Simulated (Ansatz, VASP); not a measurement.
# Two plane-wave programs on AlRu

The input INCAR:

```
SYSTEM = AlRu
PREC = Accurate
ENCUT = 520
EDIFF = 1E-6
ISMEAR = 0
SIGMA = 0.15
LREAL = .False.
LASPH = .True.
NELM = 80
ALGO = Fast
ISIF = 2
LWAVE = .False.
LCHARG = .False.
GGA = PE
NBANDS = 16
```

The input KPOINTS:

```
Automatic mesh
0
Gamma
  20 20 20
  0 0 0
```

POSCAR

```
AlRu
1.0
    3.0942072663      0.0000000000      0.0000000000
    0.0000000000      3.0942072663      0.0000000000
    0.0000000000      0.0000000000      2.9139621829
Al Ru
1 1
Direct
    0.0000000000      0.0000000000      0.0000000000
    0.5000000000      0.5000000000      0.5000000000
```

Input for Ansatz:

```yaml
crystal:
  lattice:
    - [3.0942072663, 0.0, 0.0]
    - [0.0, 3.0942072663, 0.0]
    - [0.0, 0.0, 2.9139621829]
  atoms:
    - { symbol: Al, position: [0.0, 0.0, 0.0] }
    - { symbol: Ru, position: [0.5, 0.5, 0.5] }
basis:
  ecutwfc: 420
kpoints:
  mp_grid: { grid: [20, 20, 20] }
hamiltonian:
  xc: pbe
scf:
  occupations: { method: gaussian, width: 0.15 }
output:
  forces: true
  stress: true
  eigenvalues: true
```

Change from the starting cell: strain +0.030 along x and y, -0.030 along z, atoms carried along.

Alike in both runs: task single point; functional PBE; k mesh 20 × 20 × 20; occupations gaussian, width 0.15 eV; no spin polarisation.

|  | VASP | Ansatz |
| --- | --- | --- |
| version | VASP 6.6.1 | Ansatz 0.2.0 |
| potentials or method | VASP PAW PBE potentials, release 64 (Al, Ru_pv), cutoff 520 eV | scalar-relativistic, plane waves, PAW |
| valence electrons in the cell | 17 | 19 |

|  | VASP | Ansatz | Ansatz less VASP |
| --- | --- | --- | --- |
| gap on the k mesh at the Fermi level (eV) | none | none | - |
| pressure (GPa) | -5.2 | -5.1 | +0.07 |
| traceless stress, the component that is largest in VASP (GPa) | 6.57 | 6.56 | -0.014 |

A gap of «none» marks a metal or a gap that the smearing closes. With one functional, cell and mesh, what is left measures potentials, basis and numerics. VASP's potentials hold 17 valence electrons a cell and Ansatz's 19, so a difference there can come from the potentials and not from the codes.
